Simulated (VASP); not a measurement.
SnSe, 2 atoms in the cell. Symmetry: Fm-3m, No. 225, cubic system. The conventional cell has a = 6.061 Å, b = 6.061 Å, c = 6.061 Å, α = 90.00°, β = 90.00°, γ = 90.00°. Sn (site symmetry m-3m) has 6 Se at 3.03 Å within 4.0 Å. Se (site symmetry m-3m) has 6 Sn at 3.03 Å within 4.0 Å.  This cell differs from its parent crystal: volume scaled by 1.02.

* Program: VASP 6.6.1
* Task: single point
* Functional: PBEsol
* Potentials or basis: VASP PAW PBE potentials, release 64 (Sn_d, Se)
* Cutoff: 520 eV
* k mesh: 11 × 11 × 11
* Occupations: fermi-dirac, width 0.05 eV
* Spin: no spin polarisation
* Dipole correction: no
* Further INCAR settings: ALGO = Normal; EDIFF = 1e-07; NBANDS = 17

Potentials or basis: VASP PAW PBE potentials, release 64 (Sn_d, Se).

Run with:

```console
$ cat potpaw_PBE.64/Sn_d/POTCAR potpaw_PBE.64/Se/POTCAR > POTCAR
$ mpirun -np 1 vasp_std > vasp.out
```

Hardware: 1 thread of Intel Xeon 8259CL (shared host).

Problem. Estimate the wall time of this run.

Solution. It took 50 s on 1 thread of Intel Xeon 8259CL, on a shared host, peak memory 0.21 GiB. Counts: scf iterations 12, k points 56.
